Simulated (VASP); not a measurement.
# Al16Co16Si (a cell with a defect): single point with PBE

Al16Co16Si (a cell with a defect):

```xyz
33
Lattice="0.0000 5.7031 5.7031 5.7031 0.0000 5.7031 5.7031 5.7031 0.0000" Properties=species:S:1:pos:R:3 pbc="T T T"
Al    0.0226   -0.0012   -0.0423
Al    2.8724    3.0589    2.8110
Al    2.8851    2.8189   -0.0290
Al    5.7070    5.7019    2.6197
Al    2.8212   -0.0011    2.8622
Al    5.7063    2.8209    5.6802
Al    5.7124    2.8188    2.7982
Al    8.7671    5.7019    5.6796
Al    0.0093    2.8820    2.7982
Al    2.7147    5.7020    5.6957
Al    2.8740    5.7019    2.8095
Al    5.7063    8.5830    5.6801
Al    2.8851    2.8819    5.6741
Al    5.6908    5.7020    8.6716
Al    5.0554    5.7018    6.3307
Al    8.5754    8.3450    8.5142
Co    1.4436    1.4655    1.4090
Co    4.4274    4.3910    4.3243
Co    4.3090    4.2831    1.3745
Co    7.2505    7.4596    4.1359
Co    4.2744    1.4656    4.2398
Co    7.0622    4.3910    6.9590
Co    7.2504    3.9444    4.1360
Co   10.0121    7.1207    7.0776
Co    1.4379    4.3230    4.2454
Co    4.1295    7.3382    7.2569
Co    4.4274    7.0129    4.3244
Co    7.1467    9.9384    7.1120
Co    4.1293    4.0655    7.2571
Co    7.1410    7.0809    9.9486
Co    7.0621    7.0129    6.9590
Co    9.9775    9.9384    9.9429
Si    6.5603    5.7021    4.8265
```

```
Program                : VASP 6.6.1
Task                   : single point
Functional             : PBE
Potentials or basis    : VASP PAW PBE potentials, release 64 (Al, Co, Si)
Cutoff                 : 520 eV
k mesh                 : 1 × 1 × 1
Occupations            : methfessel-paxton, width 0.1 eV
Spin                   : no spin polarisation
Dipole correction      : no
Further INCAR settings : LREAL = Auto; ALGO = Normal; EDIFF = 1e-06; NBANDS = 120
```

| Property | Result |
| --- | --- |
| Pressure | 9.5 GPa |
| Largest force | 0.056 eV/Å |

Forces on the atoms (eV/Å):
```
Al   0.005  0.000 -0.001
Al  -0.001 -0.019  0.004
Al  -0.004  0.003 -0.003
Al  -0.005  0.000 -0.004
Al   0.008  0.001 -0.010
Al   0.003 -0.003 -0.006
Al   0.001  0.003  0.006
Al   0.004  0.000  0.002
Al   0.001 -0.003  0.006
Al  -0.013 -0.001 -0.006
Al  -0.001  0.000  0.004
Al   0.003  0.004 -0.006
Al  -0.004 -0.003 -0.002
Al   0.002  0.000  0.015
Al   0.018 -0.001 -0.013
Al  -0.002  0.018  0.004
Co   0.002  0.004  0.003
Co  -0.004 -0.002 -0.001
Co   0.001 -0.002 -0.001
Co   0.024  0.042 -0.024
Co  -0.004  0.004 -0.002
Co   0.001 -0.001  0.004
Co   0.023 -0.041 -0.024
Co   0.001  0.002 -0.001
Co  -0.002  0.003  0.001
Co  -0.005  0.007  0.005
Co  -0.004  0.002 -0.001
Co   0.002 -0.004  0.003
Co  -0.005 -0.006  0.004
Co  -0.002 -0.004  0.001
Co   0.001  0.001  0.003
Co  -0.004 -0.004 -0.002
Si  -0.039  0.000  0.040
```

Stress tensor (GPa, compression positive):
```
 8.73  0.00 -3.94
 0.00 11.08  0.00
-3.94  0.00  8.72
```

Levels at points of the mesh, in eV from the Fermi level:
| k point | band 95 | band 96 | band 97 | band 98 | band 99 | band 100 | band 101 | band 102 |
| --- | --- | --- | --- | --- | --- | --- | --- | --- |
| (0.00, 0.00, 0.00) | -0.14 | -0.12 | -0.11 | -0.06 | 0.09 | 0.18 | 0.31 | 0.42 |

Wall time 7.4 min on 1 thread of Intel Xeon 8259CL, with other jobs on the host, peak memory 0.49 GiB.

Caveat: the k points lie up to 0.95 Å⁻¹ apart, too coarse for converged energies, forces and pressures. Spin polarisation is off, so any magnetic state and its effect on volume and gap are missing.
